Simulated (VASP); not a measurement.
# TaN (P-6m2) in VASP: a series of runs, part 2 of 2

VASP 6.6.1.

## (4) Single point, PBEsol

This run uses another cell than the first one, of the same volume but with other edges.

File INCAR:

```
SYSTEM = TaN
ALGO = Normal
EDIFF = 1E-6
ENCUT = 520
GGA = PS
ISIF = 2
ISMEAR = 0
ISYM = 0
LASPH = .TRUE.
LCHARG = .TRUE.
LELF = .TRUE.
LREAL = .FALSE.
LVHAR = .TRUE.
LWAVE = .FALSE.
NBANDS = 15
NELM = 60
PREC = Accurate
SIGMA = 0.1
```

File KPOINTS:

```
k-points
0
G
  13 9 18
  0 0 0
```

File POSCAR:

```
TaN
1.0
    2.9239890447      0.0000000000      0.0000000000
   -1.4619945224      3.8279708918      0.0000000000
    0.0000000000     -2.1528578537      1.8990208687
Ta N
1 1
Direct
    0.6666666667      0.3333333333      0.8333333333
    0.0000000000      0.0000000000      0.0000000000
```

Potentials or basis: VASP PAW PBE potentials, release 64 (Ta_pv, N).

Command:

```console
cat potpaw_PBE.64/Ta_pv/POTCAR potpaw_PBE.64/N/POTCAR > POTCAR
mpirun -np 1 vasp_std > vasp.out
```

OUTCAR:

```text
SYSTEM = TaN
   EDIFF = 1E-6
   ENCUT = 520
   GGA = PS
   ISIF = 2
   ISMEAR = 0
   ISYM = 0
   LASPH = .TRUE.
   LREAL = .FALSE.
   NELM = 60
   PREC = Accurate

 ion  position               nearest neighbor table
   1  0.667  0.333  0.833-   2 2.22   2 2.22   2 2.22   2 2.22   2 2.22   2 2.22
   2  0.000  0.000  0.000-   1 2.22   1 2.22   1 2.22   1 2.22   1 2.22   1 2.22

IMPORTANT INFORMATION: All symmetrisations will be switched off!
NOSYMM: (Re-)initialisation of all symmetry stuff for point group C_1.

----------------------------------------------------------------------------------------

                                     Primitive cell

  volume of cell :      21.2556

  direct lattice vectors                    reciprocal lattice vectors
     2.923989045  0.000000000  0.000000000     0.341998545  0.130617503  0.148076792
    -1.461994522  3.827970892  0.000000000     0.000000000  0.261235006  0.296153583
     0.000000000 -2.152857854  1.899020869     0.000000000  0.000000000  0.526587157

  length of vectors
     2.923989045  4.097656541  2.870727643     0.394905904  0.394905904  0.526587157

  position of ions in fractional coordinates (direct lattice)
     0.666666667  0.333333333  0.833333333
     0.000000000  0.000000000  0.000000000

  ion indices of the primitive-cell ions
   primitive index   ion index
                 1           1
                 2           2

----------------------------------------------------------------------------------------

 KPOINTS: k-points

Automatic generation of k-mesh.
 Grid dimensions read from file:
 generate k-points for:   13    9   18

 Generating k-lattice:

  Cartesian coordinates                     Fractional coordinates (reciprocal lattice)
     0.026307580  0.010047500  0.011390522     0.076923077 -0.000000000  0.000000000
     0.000000000  0.029026112  0.032905954     0.000000000  0.111111111 -0.000000000
     0.000000000  0.000000000  0.029254842     0.000000000  0.000000000  0.055555556

  Length of vectors
     0.030377377  0.043878434  0.029254842

[... 100 lines left out ...]
   GGA     = PS    functional components
   LHFCALC =     F    Hartree Fock is set to
   AEXX    =    0.0000 exact exchange contribution
   IVDW    =     0    specifies the selected vdW correction
   LEPSILON=     F    determine dielectric tensor
   LRPA    =     F    only Hartree local field effects (RPA)
 non-spin polarized calculation
 Gauss-broadening in eV      SIGMA  =   0.10
  energy-cutoff  :      520.00
  volume of cell :       21.26
 maximum number of plane-waves:       599
 NGX is ok and might be reduce to    24

 number of electron      16.0000001 magnetization

 Free energy of the ion-electron system (eV)
  ---------------------------------------------------
  ext. energy  EPLUGINS =         0.00000000
  ---------------------------------------------------
  free energy    TOTEN  =       -23.80580248 eV

  energy without entropy =      -23.80552951  energy(sigma->0) =      -23.80566600

 E-fermi :   8.2350     XC(G=0): -13.5810

 val. band max:        8.1504482092   @ k =   0.0000  -0.4444   0.4444
 cond. band min:       8.2396628362   @ k =   0.0000   0.4444   0.5000
 fundamental gap:      0.0892146269
 Fermi energy:         8.2350427938

 k-point     1 :       0.0000    0.0000    0.0000
  band No.  band energies     occupation
      1     -26.5031      2.00000
      2     -26.2285      2.00000
      3     -26.2282      2.00000
      4      -9.6045      2.00000
      5       3.6171      2.00000
      6       3.6171      2.00000
      7       3.9450      2.00000
      8       5.3089      2.00000
      9      10.5611      0.00000
     10      11.8966      0.00000
     11      11.8966      0.00000
     12      12.2952      0.00000
     13      12.2954      0.00000
     14      21.3345      0.00000
[... 401 lines left out ...]
      2     -26.6156      2.00000
      3     -26.3632      2.00000
      4      -7.4180      2.00000
      5       0.4911      2.00000
      6       3.2392      2.00000
      7       3.5925      2.00000
      8       6.5990      2.00000
      9       9.4887      0.00000
     10      10.2046      0.00000
     11      13.1380      0.00000
     12      14.9512      0.00000
     13      16.6442      0.00000
     14      21.6047      0.00000
     15      22.1182      0.00000

 [... further k-points ...]
[... 5 lines left out ...]
  --------------------------------------------------------------------------------------
  -------------------------------------------------------------------------------------
  Total        0.0970924      0.1216922      0.1173898      0.0010327     -0.0166501      0.0011483
  in kB        7.3184912      9.1727417      8.8484420      0.0778436     -1.2550309      0.0865555
  external PRESSURE =       8.4465583 kB  Pullay stress =       0.0000000 kB

 VOLUME and BASIS-vectors are now :
 -----------------------------------------------------------------------------
  energy-cutoff  :      520.00
  volume of cell :       21.26
      direct lattice vectors                 reciprocal lattice vectors
     2.923989045  0.000000000  0.000000000     0.341998545  0.130617503  0.148076792
    -1.461994522  3.827970892  0.000000000     0.000000000  0.261235006  0.296153583
     0.000000000 -2.152857854  1.899020869     0.000000000  0.000000000  0.526587157

 POSITION                                       TOTAL-FORCE (eV/Angst)
 -----------------------------------------------------------------------------------
      1.46199     -0.51806      1.58252         0.000035      0.000450      0.000509
      0.00000      0.00000      0.00000        -0.000035     -0.000450     -0.000509
 -----------------------------------------------------------------------------------
    total drift:                               -0.000005      0.000000     -0.000001

  FREE ENERGIE OF THE ION-ELECTRON SYSTEM (eV)
  ---------------------------------------------------
  free  energy   TOTEN  =       -23.8058024839 eV

  energy  without entropy=      -23.8055295134  energy(sigma->0) =      -23.80566600
```

stdout:

```text
POSCAR found type information on POSCAR TaN
 POSCAR found :  2 types and       2 ions
 scaLAPACK will be used
 -----------------------------------------------------------------------------
|                                                                             |
|                                                                             |
[... 21 lines left out ...]
|     Results are often still useful ...                                      |
|                                                                             |
 -----------------------------------------------------------------------------

 POSCAR, INCAR and KPOINTS ok, starting setup
 FFT: planning ... GRIDC
 FFT: planning ... GRID_SOFT
 FFT: planning ... GRID
 WAVECAR not read
 entering main loop
```

It took 2.5 min on 1 thread of Intel Xeon Platinum 8488C (Sapphire Rapids), shared host; peak memory 0.44 GiB.

What came out:

| Property | Result |
| --- | --- |
| Free energy | -23.8058 eV |
| Pressure | 0.8 GPa |
| Band gap on the k mesh | zero (band 8 reaches 8.45 eV, above the bottom of band 9 at 8.15 eV) |

Levels at points of the mesh, in eV from the Fermi level:
| k point | band 6 | band 7 | band 8 | band 9 | band 10 | band 11 |
| --- | --- | --- | --- | --- | --- | --- |
| (0.00, 0.00, 0.00) | -4.62 | -4.29 | -2.93 | 2.33 | 3.66 | 3.66 |
| (0.00, 0.00, 0.50) | -6.25 | -5.77 | -0.32 | 4.26 | 5.47 | 6.19 |

Caveat: the PAW data sets were made with another functional, which shifts forces and pressure a little; spin-orbit coupling is left out, which moves the levels of the heavy elements.

## (5) The runs side by side

```csv
task,cell,k mesh,cutoff (eV),smearing,gap on the mesh (eV),pressure (GPa)
single point,"a = 2.924, b = 2.924, c = 2.870 Å, angles 90.0, 90.0, 120.0°, 2 atoms",18 × 18 × 14,520,fermi-dirac 0.15 eV,none,0.9
relaxation of cell and atoms,"relaxed from a = 2.924, b = 2.924, c = 2.871 Å, angles 90.0, 90.0, 120.0°, 2 atoms",18 × 18 × 14,600,fermi-dirac 0.15 eV,none,0.0
single point,"a = 2.924, b = 4.098, c = 2.871 Å, angles 134.5, 90.0, 110.9°, 2 atoms",13 × 9 × 18,520,gaussian 0.1 eV,none,0.8
```

Alike in all rows: level PBEsol; potentials or basis VASP PAW PBE potentials, release 64 (Ta_pv, N); no spin polarisation.

Caveats: the PAW data sets were made with another functional, which shifts forces and pressure a little; spin-orbit coupling is left out, which moves the levels of the heavy elements.

Absolute energies hang on the potentials; compare differences alone.
